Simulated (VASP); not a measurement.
# H (I4/mmm) in VASP: a series of runs

H is run at these levels: PBE; tasks: single point.

All numbers are computed with VASP 6.6.1; they aren't measurements. Logs are shortened: lines on timing, memory, paths and dates and some standing lists are left out, and cuts for length are marked.

## 1. The cell of the first run

It takes space group I4/mmm (No. 139, tetragonal). The conventional cell has a = 2.463 Å, b = 2.463 Å, c = 3.448 Å, α = 90.00°, β = 90.00°, γ = 90.00°. Within 1.0 Å of H (site symmetry 4mm) lie 1 H at 0.74 Å.

## 2. Single point, PBE

The input, INCAR:

```
PREC     = Accurate       # precision mode
ENCUT    = 520            # plane-wave cutoff, eV
EDIFF    = 1E-7           # SCF threshold, eV
ISMEAR   = -1             # smearing method
SIGMA    = 0.05           # smearing width, eV
LREAL    = False          # projectors in reciprocal space
LASPH    = True           # aspherical terms in the spheres
NELM     = 60             # most SCF steps
ALGO     = Normal         # electronic algorithm
ISIF     = 2              # what is computed and relaxed
LWAVE    = False          # write WAVECAR
LCHARG   = False          # write CHGCAR
GGA      = PE             # functional
NBANDS   = 8              # bands
```

The input, KPOINTS:

```
Automatic mesh
0
Gamma
  11 11 11
```

The input, POSCAR:

```
H
1.0
   -1.2314038437      1.2314038437      1.7239990781
    1.2314038437     -1.2314038437      1.7239990781
    1.2314038437      1.2314038437     -1.7239990781
H
2
Direct
    0.1078748059      0.1078748059      0.0000000000
    0.8921251941      0.8921251941      0.0000000000
```

Potentials or basis: VASP PAW PBE potentials, release 64 (H).

Launch:

```bash
$ cat potpaw_PBE.64/H/POTCAR > POTCAR
$ mpirun -np 1 vasp_std > vasp.out
```

OUTCAR:

```text
PREC = Accurate
   ENCUT = 520
   EDIFF = 1E-7
   ISMEAR = -1
   LREAL = False
   LASPH = True
   NELM = 60
   ISIF = 2
   GGA = PE

 ion  position               nearest neighbor table
   1  0.108  0.108  0.000-   2 0.74
   2  0.892  0.892  0.000-   1 0.74

  LATTYP: Found a body centered tetragonal cell.
 ALAT       =     2.4628076874
 C/A-ratio  =     1.4000273646

  Lattice vectors:

 A1 = (  -1.2314038437,   1.2314038437,   1.7239990781)
 A2 = (   1.2314038437,  -1.2314038437,   1.7239990781)
 A3 = (   1.2314038437,   1.2314038437,  -1.7239990781)

Analysis of symmetry for initial positions (statically):
=====================================================================
 Subroutine PRICEL returns:
 Original cell was already a primitive cell.

 Routine SETGRP: Setting up the symmetry group for a
 body centered tetragonal supercell.

 Subroutine GETGRP returns: Found 16 space group operations
 (whereof 16 operations were pure point group operations)
 out of a pool of 16 trial point group operations.

The static configuration has the point symmetry D_4h.

Analysis of symmetry for dynamics (positions and initial velocities):
=====================================================================
 Subroutine PRICEL returns:
 Original cell was already a primitive cell.

 Routine SETGRP: Setting up the symmetry group for a
 body centered tetragonal supercell.

 Subroutine GETGRP returns: Found 16 space group operations
 (whereof 16 operations were pure point group operations)
 out of a pool of 16 trial point group operations.

The dynamic configuration has the point symmetry D_4h.

 Subroutine INISYM returns: Found 16 space group operations
 (whereof 16 operations are pure point group operations),
 and found     1 'primitive' translations

----------------------------------------------------------------------------------------

                                     Primitive cell

  volume of cell :      10.4568

  direct lattice vectors                    reciprocal lattice vectors
    -1.231403844  1.231403844  1.723999078     0.000000000  0.406040636  0.290023357
     1.231403844 -1.231403844  1.723999078     0.406040636  0.000000000  0.290023357
     1.231403844  1.231403844 -1.723999078     0.406040636  0.406040636  0.000000000

  length of vectors
     2.450486416  2.450486416  2.450486416     0.498981508  0.498981508  0.574228174

  position of ions in fractional coordinates (direct lattice)
     0.107874806  0.107874806  0.000000000
     0.892125194  0.892125194  0.000000000

  ion indices of the primitive-cell ions
   primitive index   ion index
                 1           1
                 2           2

----------------------------------------------------------------------------------------

 KPOINTS: Automatic mesh

Automatic generation of k-mesh.
 Grid dimensions read from file:
 generate k-points for:   11   11   11

 Generating k-lattice:

  Cartesian coordinates                     Fractional coordinates (reciprocal lattice)
     0.000000000  0.036912785  0.026365760     0.090909091  0.000000000  0.000000000
     0.036912785  0.000000000  0.026365760     0.000000000  0.090909091  0.000000000
     0.036912785  0.036912785  0.000000000     0.000000000  0.000000000  0.090909091

  Length of vectors
     0.045361955  0.045361955  0.052202561

  Shift w.r.t. Gamma in fractional coordinates (k-lattice)
     0.000000000  0.000000000  0.000000000

 Subroutine IBZKPT returns following result:
 ===========================================

 Found    126 irreducible k-points:

 Following reciprocal coordinates:
            Coordinates               Weight
  0.000000  0.000000  0.000000      1.000000
  0.090909 -0.000000  0.000000      8.000000
  0.181818  0.000000  0.000000      8.000000
  0.272727  0.000000  0.000000      8.000000
  0.363636  0.000000  0.000000      8.000000
  0.454545 -0.000000  0.000000      8.000000
[... 16 lines left out ...]
 -0.272727  0.181818  0.000000     16.000000
 -0.181818  0.181818  0.000000      4.000000
 [... further k-points ...]
   k-points           NKPTS =    126   k-points in BZ     NKDIM =    126   number of bands    NBANDS=      8
   number of dos      NEDOS =    301   number of ions     NIONS =      2
   total plane-waves  NPLWV =   5832
   dimension x,y,z NGX =    18 NGY =   18 NGZ =   18
   dimension x,y,z NGXF=    36 NGYF=   36 NGZF=   36
   ions per type =               2
   NGX,Y,Z   is equivalent  to a cutoff of  12.21, 12.21, 12.21 a.u.
   NGXF,Y,Z  is equivalent  to a cutoff of  24.42, 24.42, 24.42 a.u.
 SYSTEM =  unknown system
   PREC   = accura    normal or accurate (medium, high low for compatibility)
   ISTART =      0    job   : 0-new  1-cont  2-samecut
   ICHARG =      2    charge: 1-file 2-atom 10-const
   ISPIN  =      1    spin polarized calculation?
   LNONCOLLINEAR =      F non collinear calculations
   LSORBIT =      F    spin-orbit coupling
   LASPH  =      T    aspherical Exc in radial PAW
   ENCUT  =  520.0 eV  38.22 Ry    6.18 a.u.   4.56  4.56  4.56*2*pi/ulx,y,z
   NELM   =     60;   NELMIN=  2; NELMDL= -5     # of ELM steps
   EDIFF  = 0.1E-06   stopping-criterion for ELM
   LREAL  =      F    real-space projection
   EDIFFG = 0.1E-05   stopping-criterion for IOM
   NSW    =      0    number of steps for IOM
   IBRION =     -1    ionic relax: 0-MD 1-quasi-New 2-CG
   NFREE  =      0    steps in history (QN), initial steepest desc. (CG)
   ISIF   =      2    stress and relaxation
   ISYM   =      2    0-nonsym 1-usesym 2-fastsym
   POTIM  = 0.5000    time-step for ionic-motion
   TEBEG  =    0.0;   TEEND  =   0.0 temperature during run
   PSTRESS=    0.0 pullay stress
   NELECT =       2.0000    total number of electrons
   NUPDOWN=      -1.0000    fix difference up-down
   EMIN   =  10.00;   EMAX   =-10.00  energy-range for DOS
   EFERMI =   0.00;   METHOD = LEGACY
   ISMEAR =    -1;   SIGMA  =   0.05  broadening in eV -4-tet -1-fermi 0-gaus
   EFERMI_NEDOS =   21; number of points for ismear=-14 and -15
   IALGO  =     38    algorithm
   IMIX   =      4    mixing-type and parameters
     AMIX     =   0.40;   BMIX     =  1.00
     AMIX_MAG =   1.60;   BMIX_MAG =  1.00
  volume/ion in A,a.u.               =       5.23        35.28
  Fermi-wavevector in a.u.,A,eV,Ry     =   0.943233  1.782451 12.104937  0.889688
  Thomas-Fermi vector in A             =   2.070920
   LORBIT       =      0    0 simple, 1 ext, 2 COOP (PROOUT), +10 PAW based schemes
   GGA     = PE    functional components
   LHFCALC =     F    Hartree Fock is set to
   AEXX    =    0.0000 exact exchange contribution
   IVDW    =     0    specifies the selected vdW correction
   LEPSILON=     F    determine dielectric tensor
   LRPA    =     F    only Hartree local field effects (RPA)
 non-spin polarized calculation
  energy-cutoff  :      520.00
  volume of cell :       10.46
 maximum number of plane-waves:       295
   NGX =  9   NGY =  9   NGZ =  9

 number of electron       2.0000001 magnetization

 Free energy of the ion-electron system (eV)
  ---------------------------------------------------
  ext. energy  EPLUGINS =         0.00000000
  ---------------------------------------------------
  free energy    TOTEN  =        -6.55696736 eV

  energy without entropy =       -6.55696736  energy(sigma->0) =       -6.55696736

 E-fermi :  -3.8547     XC(G=0):  -7.9863

 val. band max:       -4.7666679277   @ k =  -0.4545   0.4545   0.4545
 cond. band min:       2.4762086598   @ k =   0.4545   0.0909   0.0000
 fundamental gap:      7.2428765875
 Fermi energy:        -3.8546979761

 k-point     1 :       0.0000    0.0000    0.0000
  band No.  band energies     occupation
      1     -12.0644      2.00000
      2      16.6867      0.00000
      3      18.0058      0.00000
      4      28.6014      0.00000
      5      28.6014      0.00000
      6      30.2273      0.00000
      7      30.2273      0.00000
      8      32.5146      0.00000

 k-point     2 :       0.0909   -0.0000    0.0000
  band No.  band energies     occupation
      1     -11.8107      2.00000
      2      14.6843      0.00000
      3      18.9509      0.00000
      4      26.0514      0.00000
      5      27.2982      0.00000
      6      30.6418      0.00000
      7      31.9620      0.00000
      8      32.7091      0.00000

 k-point     3 :       0.1818    0.0000    0.0000
  band No.  band energies     occupation
      1     -11.0660      2.00000
      2      11.4033      0.00000
      3      19.4416      0.00000
      4      23.1402      0.00000
      5      25.9382      0.00000
      6      31.7406      0.00000
      7      33.3944      0.00000
      8      33.9713      0.00000

 k-point     4 :       0.2727    0.0000    0.0000
  band No.  band energies     occupation
      1      -9.8932      2.00000
      2       7.8433      0.00000
      3      19.4582      0.00000
      4      21.2309      0.00000
      5      25.0721      0.00000
      6      30.6720      0.00000
      7      31.5843      0.00000
      8      32.4861      0.00000

 k-point     5 :       0.3636    0.0000    0.0000
  band No.  band energies     occupation
      1      -8.4697      2.00000
      2       4.6308      0.00000
      3      19.3379      0.00000
      4      20.1548      0.00000
      5      24.6736      0.00000
      6      29.1305      0.00000
      7      29.6942      0.00000
      8      30.7624      0.00000
[... 177 lines left out ...]
 k-point    22 :      -0.3636    0.1818   -0.0000
  band No.  band energies     occupation
      1      -8.7120      2.00000
      2       7.6004      0.00000
      3      14.3934      0.00000
      4      18.7246      0.00000
      5      22.2348      0.00000
      6      28.8409      0.00000
      7      32.8635      0.00000
      8      36.0738      0.00000

 k-point    23 :      -0.2727    0.1818    0.0000
  band No.  band energies     occupation
      1      -9.9211      2.00000
      2      10.7395      0.00000
      3      14.8278      0.00000
      4      20.4846      0.00000
      5      23.8717      0.00000
      6      25.8419      0.00000
      7      33.9513      0.00000
      8      37.3754      0.00000

 k-point    24 :      -0.1818    0.1818    0.0000
  band No.  band energies     occupation
      1     -10.7697      2.00000
      2      13.2195      0.00000
      3      15.1612      0.00000
      4      23.1747      0.00000
      5      24.0527      0.00000
      6      26.9981      0.00000
      7      34.0960      0.00000
      8      35.2364      0.00000

 [... further k-points ...]

------------------------ aborting loop because EDIFF is reached ----------------------------------------

  FORCE on cell =-STRESS in cart. coord.  units (eV):
  Direction    XX          YY          ZZ          XY          YZ          ZX
  --------------------------------------------------------------------------------------
  -------------------------------------------------------------------------------------
  Total        0.6262151      0.6262151      0.6074194      0.0000000      0.0000000      0.0000000
  in kB       95.9480300     95.9480300     93.0681780      0.0000000      0.0000000      0.0000000
  external PRESSURE =      94.9880794 kB  Pullay stress =       0.0000000 kB

 VOLUME and BASIS-vectors are now :
 -----------------------------------------------------------------------------
  energy-cutoff  :      520.00
  volume of cell :       10.46
      direct lattice vectors                 reciprocal lattice vectors
    -1.231403844  1.231403844  1.723999078     0.000000000  0.406040636  0.290023357
     1.231403844 -1.231403844  1.723999078     0.406040636  0.000000000  0.290023357
     1.231403844  1.231403844 -1.723999078     0.406040636  0.406040636  0.000000000

 POSITION                                       TOTAL-FORCE (eV/Angst)
 -----------------------------------------------------------------------------------
      0.00000      0.00000      0.37195        -0.000000     -0.000000     -0.011992
      0.00000      0.00000      3.07605         0.000000      0.000000      0.011992
 -----------------------------------------------------------------------------------
    total drift:                                0.000000      0.000000     -0.000000

  FREE ENERGIE OF THE ION-ELECTRON SYSTEM (eV)
  ---------------------------------------------------
  free  energy   TOTEN  =        -6.5569673634 eV

  energy  without entropy=       -6.5569673633  energy(sigma->0) =       -6.55696736
```

Wall time 7.3 s (1 thread of Intel Xeon Platinum 8259CL at 2.50GHz (Skylake/Cascade Lake), shared host); peak memory 0.11 GiB.

Results:

```
Free energy            : -6.5570 eV
Pressure               : 9.5 GPa
Largest force          : 0.012 eV/Å
Band gap on the k mesh : 7.24 eV, indirect (least direct gap 7.57 eV)
```

Forces on the atoms (eV/Å):
```
H    0.000  0.000 -0.012
H    0.000  0.000  0.012
```

A k mesh can miss the band edges.

## 3. Single point, PBE

This run uses another cell than the first one, of 6.45 Å³/atom, 1.233 times its volume.

The input, INCAR:

```
ALGO     = Normal         # electronic algorithm
EDIFF    = 1E-7           # SCF threshold, eV
ENCUT    = 520            # plane-wave cutoff, eV
GGA      = PE             # functional
ISIF     = 2              # what is computed and relaxed
ISMEAR   = -1             # smearing method
LASPH    = T              # aspherical terms in the spheres
LCHARG   = T              # write CHGCAR
LELF     = T              # ELF
LREAL    = F              # projectors in reciprocal space
LVHAR    = T            
LWAVE    = F              # write WAVECAR
NBANDS   = 8              # bands
NELM     = 100            # most SCF steps
PREC     = Accurate       # precision mode
SIGMA    = 0.05           # smearing width, eV
```

The input, KPOINTS:

```
k-points
0
Gamma
  11 11 11
```

The input, POSCAR:

```
H
1.0
   -1.3270052228      1.3270052228      1.8309589657
    1.3270052228     -1.3270052228      1.8309589657
    1.3270052228      1.3270052228     -1.8309589657
H
2
Direct
    0.1018780381      0.1018780381      0.0000000000
    0.8981219619      0.8981219619      0.0000000000
```

Potentials or basis: VASP PAW PBE potentials, release 64 (H).

Launch:

```bash
$ cat potpaw_PBE.64/H/POTCAR > POTCAR
$ mpirun -np 1 vasp_std > vasp.out
```

It took 8.6 s on 1 thread of Intel Xeon Platinum 8259CL at 2.50GHz (Skylake/Cascade Lake), shared host; peak memory 0.12 GiB.

The run converged. Its results:

```
Free energy            : -6.6660 eV
Pressure               : 4.6 GPa
Largest force          : 0.008 eV/Å
Band gap on the k mesh : 7.92 eV, indirect (least direct gap 8.30 eV)
```

Forces on the atoms (eV/Å):
```
H    0.000  0.000 -0.008
H    0.000  0.000  0.008
```

Stress tensor (GPa, compression positive):
```
4.64 0.00 0.00
0.00 4.64 0.00
0.00 0.00 4.49
```

Levels at points of the mesh, in eV from the valence-band top:
| k point | band 1 | band 2 | band 3 | band 4 | band 5 |
| --- | --- | --- | --- | --- | --- |
| (0.00, 0.00, 0.00) | -5.58 | 18.85 | 20.96 | 30.29 | 30.29 |

A k mesh can miss the band edges.

## 4. Single point, PBE

This run uses another cell than the first one, of 8.29 Å³/atom, 1.586 times its volume.

The input, INCAR:

```
ALGO = Normal
EDIFF = 1E-6
ENCUT = 520
GGA = PE
ISIF = 2
ISMEAR = -1
LASPH = T
LCHARG = F
LREAL = F
LWAVE = F
NBANDS = 8
NELM = 100
PREC = Accurate
SIGMA = 0.05
```

KPOINTS is that of step 3.

The input, POSCAR:

```
H
1.0
   -1.4534430607      1.4534430607      1.9623844230
    1.4534430607     -1.4534430607      1.9623844230
    1.4534430607      1.4534430607     -1.9623844230
H
2
Direct
    0.0953179587      0.0953179587      0.0000000000
    0.9046820413      0.9046820413      0.0000000000
```

Launch:

```bash
$ cat potpaw_PBE.64/H/POTCAR > POTCAR
$ mpirun -np 1 vasp_std > vasp.out
```

Run time: 10 s. Hardware: 1 thread of Intel Xeon Platinum 8259CL at 2.50GHz (Skylake/Cascade Lake), shared host; peak memory 0.14 GiB.

Results (log left out):

```
Free energy            : -6.7398 eV
Pressure               : 1.7 GPa
Largest force          : 0.010 eV/Å
Band gap on the k mesh : 8.51 eV, indirect (least direct gap 9.01 eV)
```

Forces on the atoms (eV/Å):
```
H    0.000  0.000 -0.010
H    0.000  0.000  0.010
```

Stress tensor (GPa, compression positive):
```
1.70 0.00 0.00
0.00 1.70 0.00
0.00 0.00 1.59
```

Levels at points of the mesh, in eV from the valence-band top:
| k point | band 1 | band 2 | band 3 | band 4 | band 5 | band 6 |
| --- | --- | --- | --- | --- | --- | --- |
| (0.00, 0.00, 0.00) | -3.94 | 16.33 | 19.12 | 27.12 | 27.12 | 29.10 |

A k mesh can miss the band edges.

## 5. The runs side by side

| cell | gap on the mesh (eV) | pressure (GPa) | largest force (eV/Å) |
| --- | --- | --- | --- |
| a = 2.450 Å, angles 119.7, 119.7, 90.6°, 2 atoms | 7.24 | 9.5 | 0.01 |
| a = 2.622 Å, angles 119.2, 119.2, 91.4°, 2 atoms | 7.92 | 4.6 | 0.01 |
| a = 2.842 Å, angles 118.5, 118.5, 92.7°, 2 atoms | 8.51 | 1.7 | 0.01 |

Alike in all rows: task single point; level PBE; potentials or basis VASP PAW PBE potentials, release 64 (H); no spin polarisation; k mesh 11 × 11 × 11; cutoff (eV) 520; smearing fermi-dirac 0.05 eV.

Total energies depend on the potentials used, so only differences within one code and one set of settings carry meaning.
